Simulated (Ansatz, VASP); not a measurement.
SrO in VASP and in Ansatz

```
CELL_PARAMETERS angstrom
0.00000 2.56980 2.51840
2.56980 0.00000 2.51840
2.56980 2.56980 0.00000
ATOMIC_POSITIONS crystal
Sr 0.00000 0.00000 0.00000
O 0.50000 0.50000 0.50000
```

Change from the starting cell: zz strain of -2 %.

Alike in both runs: task single point; functional LDA; k mesh 8 × 8 × 8; occupations fermi-dirac, width 0.02 eV; no spin polarisation.

```csv
,VASP,Ansatz
version,VASP 6.6.1,Ansatz 0.2.0
potentials or method,"VASP PAW LDA potentials, release 64 (Sr_sv, O), cutoff 520 eV","all-electron LAPW, scalar-relativistic"
```

```tsv
	VASP	Ansatz	Ansatz less VASP
gap on the k mesh at the Fermi level (eV)	2.98	3.04	+0.061
pressure (GPa)	-1.5	-2.3	-0.75
traceless stress, the component that is largest in VASP (GPa)	2.04	1.91	-0.123
```

LDA's correlation is that of Perdew and Zunger in VASP and of Perdew and Wang (1992) in Ansatz. Ansatz ran all-electron here, and VASP with PAW potentials.
